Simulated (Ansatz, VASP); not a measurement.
# B: VASP beside Ansatz

```
B
1.0
     2.44941    1.41417    4.17120
    -2.44941    1.41417    4.17120
     0.00000   -2.82833    4.17120
B
12
Direct
  0.00986 0.65443 0.00986
  0.00986 0.00986 0.65443
  0.65443 0.00986 0.00986
  0.34557 0.99014 0.99014
  0.99014 0.34557 0.99014
  0.99014 0.99014 0.34557
  0.22050 0.63176 0.22050
  0.22050 0.22050 0.63176
  0.63176 0.22050 0.22050
  0.36824 0.77950 0.77950
  0.77950 0.36824 0.77950
  0.77950 0.77950 0.36824
```

Alike in both runs: task single point; functional PBE; k mesh 6 × 6 × 6; occupations fermi-dirac, width 0.02 eV; no spin polarisation.

|  | VASP | Ansatz |
| --- | --- | --- |
| version | VASP 6.6.1 | Ansatz 0.2.0 |
| potentials or method | VASP PAW PBE potentials, release 64 (B) | plane waves, PAW |
| plane-wave cutoff (eV) | 520 | 420 |
| valence electrons in the cell | 36 | 36 |

```csv
,VASP,Ansatz,Ansatz less VASP
gap on the k mesh at the Fermi level (eV),1.55,1.55,+0.002
pressure (GPa),1.1,1.0,-0.08
"traceless stress, the component that is largest in VASP (GPa)",0.54,0.57,+0.032
rms of the force components (eV/Å),0.065,0.060,-0.0054
```

Atom by atom the forces differ by 0.007 eV/Å (rms over components).
